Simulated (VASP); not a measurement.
# Mo (I4/mmm) in VASP: a series of runs

The runs below take Mo through single point, with LDA.

Program: VASP 6.6.1. These are calculated values, not measurements. Logs are shortened: lines on timing, memory, paths and dates and some standing lists are left out, and cuts for length are marked.

### 1 The cell of the first run

The structure is tetragonal, space group I4/mmm (No. 139). Conventional cell: a = 3.168 Å, b = 3.168 Å, c = 2.997 Å, α = 90.00°, β = 90.00°, γ = 90.00°. Within 3.6 Å of Mo (site symmetry 4/mmm) lie 14 Mo at 2.70 to 3.17 Å.

### 2 Single point, LDA

Contents of INCAR:

```
PREC = Accurate ; ENCUT = 520
EDIFF = 1E-6 ; ISMEAR = 0
SIGMA = 0.15 ; LREAL = False
LASPH = True ; NELM = 80
ALGO = Normal ; ISIF = 2
LWAVE = False ; LCHARG = False
GGA = CA ; NBANDS = 13
```

Contents of KPOINTS:

```
regular mesh
0
Gamma
  20 20 20
```

Contents of POSCAR:

```
Mo
1.0
   -1.5842307019      1.5842307019      1.4985903031
    1.5842307019     -1.5842307019      1.4985903031
    1.5842307019      1.5842307019     -1.4985903031
Mo
1
Direct
    0.0000000000      0.0000000000      0.0000000000
```

Potentials or basis: VASP PAW LDA potentials, release 64 (Mo_sv).

The run is started by

```bash
cat potpaw_LDA.64/Mo_sv/POTCAR > POTCAR
mpirun -np 1 vasp_std > vasp.out
```

OUTCAR:

```text
PREC = Accurate
   ENCUT = 520
   EDIFF = 1E-6
   ISMEAR = 0
   LREAL = False
   LASPH = True
   NELM = 80
   ISIF = 2
   GGA = CA

 ion  position               nearest neighbor table
   1  0.000  0.000  0.000-

  LATTYP: Found a body centered tetragonal cell.
 ALAT       =     3.1684614038
 C/A-ratio  =     0.9459419650

  Lattice vectors:

 A1 = (  -1.5842307019,   1.5842307019,   1.4985903031)
 A2 = (   1.5842307019,  -1.5842307019,   1.4985903031)
 A3 = (   1.5842307019,   1.5842307019,  -1.4985903031)

Analysis of symmetry for initial positions (statically):
=====================================================================
 Subroutine PRICEL returns:
 Original cell was already a primitive cell.

 Routine SETGRP: Setting up the symmetry group for a
 body centered tetragonal supercell.

 Subroutine GETGRP returns: Found 16 space group operations
 (whereof 16 operations were pure point group operations)
 out of a pool of 16 trial point group operations.

The static configuration has the point symmetry D_4h.

Analysis of symmetry for dynamics (positions and initial velocities):
=====================================================================
 Subroutine PRICEL returns:
 Original cell was already a primitive cell.

 Routine SETGRP: Setting up the symmetry group for a
 body centered tetragonal supercell.

 Subroutine GETGRP returns: Found 16 space group operations
 (whereof 16 operations were pure point group operations)
 out of a pool of 16 trial point group operations.

The dynamic configuration has the point symmetry D_4h.

 Subroutine INISYM returns: Found 16 space group operations
 (whereof 16 operations are pure point group operations),
 and found     1 'primitive' translations

----------------------------------------------------------------------------------------

                                     Primitive cell

  volume of cell :      15.0446

  direct lattice vectors                    reciprocal lattice vectors
    -1.584230702  1.584230702  1.498590303     0.000000000  0.315610599  0.333646894
     1.584230702 -1.584230702  1.498590303     0.315610599  0.000000000  0.333646894
     1.584230702  1.584230702 -1.498590303     0.315610599  0.315610599  0.000000000

  length of vectors
     2.695430713  2.695430713  2.695430713     0.459271488  0.459271488  0.446340789

  position of ions in fractional coordinates (direct lattice)
     0.000000000  0.000000000  0.000000000

  ion indices of the primitive-cell ions
   primitive index   ion index
                 1           1

----------------------------------------------------------------------------------------

 KPOINTS: regular mesh

Automatic generation of k-mesh.
 Grid dimensions read from file:
 generate k-points for:   20   20   20

 Generating k-lattice:

  Cartesian coordinates                     Fractional coordinates (reciprocal lattice)
     0.000000000  0.015780530  0.016682345     0.050000000  0.000000000  0.000000000
     0.015780530  0.000000000  0.016682345     0.000000000  0.050000000  0.000000000
     0.015780530  0.015780530  0.000000000     0.000000000  0.000000000  0.050000000

  Length of vectors
     0.022963574  0.022963574  0.022317039

  Shift w.r.t. Gamma in fractional coordinates (k-lattice)
     0.000000000  0.000000000  0.000000000

 Subroutine IBZKPT returns following result:
 ===========================================

 Found    641 irreducible k-points:

 Following reciprocal coordinates:
            Coordinates               Weight
  0.000000  0.000000  0.000000      1.000000
  0.050000 -0.000000  0.000000      8.000000
  0.100000  0.000000 -0.000000      8.000000
  0.150000  0.000000  0.000000      8.000000
  0.200000  0.000000 -0.000000      8.000000
  0.250000  0.000000 -0.000000      8.000000
[... 16 lines left out ...]
 -0.400000  0.050000  0.000000     16.000000
 -0.350000  0.050000  0.000000     16.000000
 [... further k-points ...]
   k-points           NKPTS =    641   k-points in BZ     NKDIM =    641   number of bands    NBANDS=     13
   number of dos      NEDOS =    301   number of ions     NIONS =      1
   total plane-waves  NPLWV =   8000
   dimension x,y,z NGX =    20 NGY =   20 NGZ =   20
   dimension x,y,z NGXF=    40 NGYF=   40 NGZF=   40
   ions per type =               1
   NGX,Y,Z   is equivalent  to a cutoff of  12.34, 12.34, 12.34 a.u.
   NGXF,Y,Z  is equivalent  to a cutoff of  24.67, 24.67, 24.67 a.u.
 SYSTEM =  unknown system
   PREC   = accura    normal or accurate (medium, high low for compatibility)
   ISTART =      0    job   : 0-new  1-cont  2-samecut
   ICHARG =      2    charge: 1-file 2-atom 10-const
   ISPIN  =      1    spin polarized calculation?
   LNONCOLLINEAR =      F non collinear calculations
   LSORBIT =      F    spin-orbit coupling
   LASPH  =      T    aspherical Exc in radial PAW
   ENCUT  =  520.0 eV  38.22 Ry    6.18 a.u.   5.01  5.01  5.01*2*pi/ulx,y,z
   NELM   =     80;   NELMIN=  2; NELMDL= -5     # of ELM steps
   EDIFF  = 0.1E-05   stopping-criterion for ELM
   LREAL  =      F    real-space projection
   EDIFFG = 0.1E-04   stopping-criterion for IOM
   NSW    =      0    number of steps for IOM
   IBRION =     -1    ionic relax: 0-MD 1-quasi-New 2-CG
   NFREE  =      0    steps in history (QN), initial steepest desc. (CG)
   ISIF   =      2    stress and relaxation
   ISYM   =      2    0-nonsym 1-usesym 2-fastsym
   POTIM  = 0.5000    time-step for ionic-motion
   TEBEG  =    0.0;   TEEND  =   0.0 temperature during run
   PSTRESS=    0.0 pullay stress
   NELECT =      14.0000    total number of electrons
   NUPDOWN=      -1.0000    fix difference up-down
   EMIN   =  10.00;   EMAX   =-10.00  energy-range for DOS
   EFERMI =   0.00;   METHOD = LEGACY
   ISMEAR =     0;   SIGMA  =   0.15  broadening in eV -4-tet -1-fermi 0-gaus
   EFERMI_NEDOS =   21; number of points for ismear=-14 and -15
   IALGO  =     38    algorithm
   IMIX   =      4    mixing-type and parameters
     AMIX     =   0.40;   BMIX     =  1.00
     AMIX_MAG =   1.60;   BMIX_MAG =  1.00
  volume/ion in A,a.u.               =      15.04       101.53
  Fermi-wavevector in a.u.,A,eV,Ry     =   1.598297  3.020344 34.756825  2.554555
  Thomas-Fermi vector in A             =   2.695769
   LORBIT       =      0    0 simple, 1 ext, 2 COOP (PROOUT), +10 PAW based schemes
   GGA     = CA    functional components
   LHFCALC =     F    Hartree Fock is set to
   AEXX    =    0.0000 exact exchange contribution
   IVDW    =     0    specifies the selected vdW correction
   LEPSILON=     F    determine dielectric tensor
   LRPA    =     F    only Hartree local field effects (RPA)
 non-spin polarized calculation
 Gauss-broadening in eV      SIGMA  =   0.15
  energy-cutoff  :      520.00
  volume of cell :       15.04
 maximum number of plane-waves:       418
   NGX =  9   NGY =  9   NGZ =  9

 number of electron      13.9999999 magnetization

 Free energy of the ion-electron system (eV)
  ---------------------------------------------------
  ext. energy  EPLUGINS =         0.00000000
  ---------------------------------------------------
  free energy    TOTEN  =       -12.10195179 eV

  energy without entropy =      -12.09474462  energy(sigma->0) =      -12.09834820

 E-fermi :  13.1098     XC(G=0): -13.8175

 val. band max:       13.1057801529   @ k =  -0.4000   0.0500   0.0000
 cond. band min:      13.1226036419   @ k =  -0.2000  -0.3500   0.2000
 fundamental gap:      0.0168234890
 Fermi energy:        13.1098196695

 k-point     1 :       0.0000    0.0000    0.0000
  band No.  band energies     occupation
      1     -47.8450      2.00000
      2     -21.2002      2.00000
      3     -21.2002      2.00000
      4     -21.1697      2.00000
      5       5.7494      2.00000
      6      11.2137      2.00000
      7      11.9081      2.00000
      8      11.9081      2.00000
      9      14.3073      0.00000
     10      15.2092      0.00000
     11      27.6414      0.00000
     12      27.6414      0.00000
     13      28.7657      0.00000

 k-point     2 :       0.0500   -0.0000    0.0000
  band No.  band energies     occupation
      1     -47.8373      2.00000
      2     -21.2315      2.00000
      3     -21.2136      2.00000
      4     -21.1820      2.00000
      5       5.8687      2.00000
      6      11.2317      2.00000
      7      11.8885      2.00000
      8      11.9279      2.00000
      9      14.2988      0.00000
     10      15.1246      0.00000
     11      27.8308      0.00000
     12      27.8469      0.00000
     13      28.9038      0.00000

 k-point     3 :       0.1000    0.0000   -0.0000
  band No.  band energies     occupation
      1     -47.8148      2.00000
      2     -21.3496      2.00000
      3     -21.2523      2.00000
      4     -21.1894      2.00000
      5       6.2119      2.00000
      6      11.1731      2.00000
      7      11.8145      2.00000
      8      12.1109      2.00000
      9      14.2782      0.00000
     10      14.9440      0.00000
     11      28.2782      0.00000
     12      28.4474      0.00000
     13      29.2963      0.00000

 k-point     4 :       0.1500    0.0000    0.0000
  band No.  band energies     occupation
      1     -47.7797      2.00000
      2     -21.5357      2.00000
      3     -21.3120      2.00000
      4     -21.1957      2.00000
      5       6.7287      2.00000
      6      10.9450      2.00000
      7      11.6682      2.00000
      8      12.5753      2.00000
      9      14.2734      0.00000
     10      14.8096      0.00000
     11      28.6760      0.00000
     12      29.4017      0.00000
     13      29.8303      0.00000

 k-point     5 :       0.2000    0.0000   -0.0000
  band No.  band energies     occupation
      1     -47.7351      2.00000
      2     -21.7659      2.00000
      3     -21.3865      2.00000
      4     -21.2031      2.00000
      5       7.3138      2.00000
      6      10.6219      2.00000
      7      11.5166      2.00000
      8      13.2721      0.12597
      9      14.3393      0.00000
     10      14.7918      0.00000
     11      28.6700      0.00000
     12      30.2193      0.00000
     13      30.6551      0.00000

 k-point     6 :       0.2500    0.0000   -0.0000
  band No.  band energies     occupation
      1     -47.6852      2.00000
      2     -22.0155      2.00000
      3     -21.4679      2.00000
      4     -21.2111      2.00000
      5       7.7802      2.00000
      6      10.2739      2.00000
      7      11.5699      2.00000
      8      14.1443      0.00000
      9      14.4845      0.00000
     10      14.8935      0.00000
     11      28.1282      0.00000
     12      30.0726      0.00000
     13      32.1488      0.00000

 k-point     7 :       0.3000    0.0000    0.0000
  band No.  band energies     occupation
      1     -47.6349      2.00000
      2     -22.2593      2.00000
      3     -21.5483      2.00000
      4     -21.2190      2.00000
      5       7.9478      2.00000
      6       9.9452      2.00000
      7      12.0405      2.00000
      8      14.6543      0.00000
      9      15.1113      0.00000
     10      15.1375      0.00000
     11      27.2800      0.00000
     12      29.2523      0.00000
     13      33.8194      0.00000
[... 193 lines left out ...]
 k-point    20 :       0.4500    0.0500    0.0000
  band No.  band energies     occupation
      1     -47.5209      2.00000
      2     -22.7661      2.00000
      3     -21.7317      2.00000
      4     -21.2533      2.00000
      5       7.5857      2.00000
      6       9.3188      2.00000
      7      14.3500      0.00000
      8      15.0978      0.00000
      9      16.1385      0.00000
     10      18.3084      0.00000
     11      25.2702      0.00000
     12      25.5219      0.00000
     13      30.3781      0.00000

 k-point    21 :       0.5000    0.0500    0.0000
  band No.  band energies     occupation
      1     -47.5214      2.00000
      2     -22.7639      2.00000
      3     -21.7322      2.00000
      4     -21.2517      2.00000
      5       7.5874      2.00000
      6       9.3229      2.00000
      7      14.4956      0.00000
      8      14.9184      0.00000
      9      16.1180      0.00000
     10      18.3232      0.00000
     11      25.1942      0.00000
     12      25.6516      0.00000
     13      30.3649      0.00000

 k-point    22 :      -0.4500    0.0500    0.0000
  band No.  band energies     occupation
      1     -47.5378      2.00000
      2     -22.6916      2.00000
      3     -21.7073      2.00000
      4     -21.2476      2.00000
      5       7.6890      2.00000
      6       9.4136      2.00000
      7      13.9725      0.00000
      8      14.9047      0.00000
      9      15.8518      0.00000
     10      17.8019      0.00000
     11      25.4516      0.00000
     12      26.4361      0.00000
     13      31.0968      0.00000

 k-point    23 :      -0.4000    0.0500    0.0000
  band No.  band energies     occupation
      1     -47.5683      2.00000
      2     -22.5552      2.00000
      3     -21.6591      2.00000
      4     -21.2413      2.00000
      5       7.8581      2.00000
      6       9.5861      2.00000
      7      13.1058      1.03038
      8      14.8930      0.00000
      9      15.4710      0.00000
     10      16.9263      0.00000
     11      26.0222      0.00000
     12      27.5991      0.00000
     13      32.3851      0.00000

 k-point    24 :      -0.3500    0.0500    0.0000
  band No.  band energies     occupation
      1     -47.6097      2.00000
      2     -22.3661      2.00000
      3     -21.5917      2.00000
      4     -21.2334      2.00000
      5       8.0102      2.00000
      6       9.8305      2.00000
      7      12.2212      2.00000
      8      14.7358      0.00000
      9      15.1596      0.00000
     10      15.9058      0.00000
     11      26.8217      0.00000
     12      28.8323      0.00000
     13      33.8224      0.00000

 [... further k-points ...]
[... 5 lines left out ...]
  --------------------------------------------------------------------------------------
  -------------------------------------------------------------------------------------
  Total       -0.4122215     -0.4122215      1.3758045      0.0000000      0.0000000      0.0000000
  in kB      -43.8996880    -43.8996880    146.5168462      0.0000000      0.0000000      0.0000000
  external PRESSURE =      19.5724901 kB  Pullay stress =       0.0000000 kB

 VOLUME and BASIS-vectors are now :
 -----------------------------------------------------------------------------
  energy-cutoff  :      520.00
  volume of cell :       15.04
      direct lattice vectors                 reciprocal lattice vectors
    -1.584230702  1.584230702  1.498590303     0.000000000  0.315610599  0.333646894
     1.584230702 -1.584230702  1.498590303     0.315610599  0.000000000  0.333646894
     1.584230702  1.584230702 -1.498590303     0.315610599  0.315610599  0.000000000

 POSITION                                       TOTAL-FORCE (eV/Angst)
 -----------------------------------------------------------------------------------
      0.00000      0.00000      0.00000        -0.000000      0.000000      0.000000
 -----------------------------------------------------------------------------------
    total drift:                                0.000000     -0.000000      0.000000

  FREE ENERGIE OF THE ION-ELECTRON SYSTEM (eV)
  ---------------------------------------------------
  free  energy   TOTEN  =       -12.1019517901 eV

  energy  without entropy=      -12.0947446185  energy(sigma->0) =      -12.09834820
```

Run time: 32 s. Hardware: 1 thread of AMD EPYC 9R45 (Zen 5), shared host; peak memory 0.18 GiB.

What came out:

| Quantity | Value |
| --- | --- |
| Free energy | -12.1020 eV |
| Pressure | 2.0 GPa |
| Band gap on the k mesh | zero (bands 7 and 8 overlap by 5.55 eV) |

Stress tensor (GPa, compression positive):
```
-4.39  0.00  0.00
 0.00 -4.39  0.00
 0.00  0.00 14.65
```

Caveat: the cell differs from its parent crystal (strain +e along x and -e along y +0.0000, strain +e along z and -e/2 along x and y -0.0367).

### 3 Single point, LDA

Contents of INCAR:

```
ALGO = Fast
EDIFF = 1E-6
ENCUT = 520
GGA = CA
ISIF = 2
ISMEAR = 0
LASPH = T
LCHARG = F
LREAL = F
LWAVE = F
NBANDS = 13
NELM = 80
PREC = Accurate
SIGMA = 0.15
```

Contents of KPOINTS:

```
k-points
0
Gamma
  20 20 20
```

Contents of POSCAR:

```
Mo
1.0
   -1.5271371027      1.5271371027      1.6127775015
    1.5271371027     -1.5271371027      1.6127775015
    1.5271371027      1.5271371027     -1.6127775015
Mo
1
Direct
    0.0000000000      0.0000000000      0.0000000000
```

Potentials or basis: VASP PAW LDA potentials, release 64 (Mo_sv).

The run is started by

```bash
cat potpaw_LDA.64/Mo_sv/POTCAR > POTCAR
mpirun -np 1 vasp_std > vasp.out
```

It took 38 s on 1 thread of AMD EPYC 9R45 (Zen 5), shared host; peak memory 0.19 GiB.

Results (log left out):

```yaml
Free_energy: -12.1051 eV
Pressure: 1.9 GPa
Band_gap_on_the_k_mesh: zero (bands 7 and 8 overlap by 5.22 eV)
```

Stress tensor (GPa, compression positive):
```
 7.64  0.00  0.00
 0.00  7.64  0.00
 0.00  0.00 -9.51
```

Levels at points of the mesh, in eV from the Fermi level:
| k point | band 4 | band 5 | band 6 | band 7 | band 8 | band 9 | band 10 | band 11 |
| --- | --- | --- | --- | --- | --- | --- | --- | --- |
| (0.00, 0.00, 0.00) | -34.30 | -7.36 | -1.65 | -1.65 | -1.02 | 1.24 | 2.05 | 14.21 |
| (0.50, 0.00, 0.00) | -34.31 | -5.55 | -3.37 | 1.26 | 1.68 | 2.47 | 4.96 | 12.05 |
| (0.50, 0.50, 0.00) | -34.37 | -5.65 | -4.05 | 2.13 | 2.29 | 2.69 | 5.13 | 11.94 |
| (0.50, 0.50, 0.50) | -35.34 | -5.85 | -5.70 | 4.08 | 4.30 | 4.30 | 8.41 | 9.82 |

Caveat: the cell differs from its parent crystal (strain +e along x and -e along y +0.0000, strain +e along z and -e/2 along x and y +0.0367).
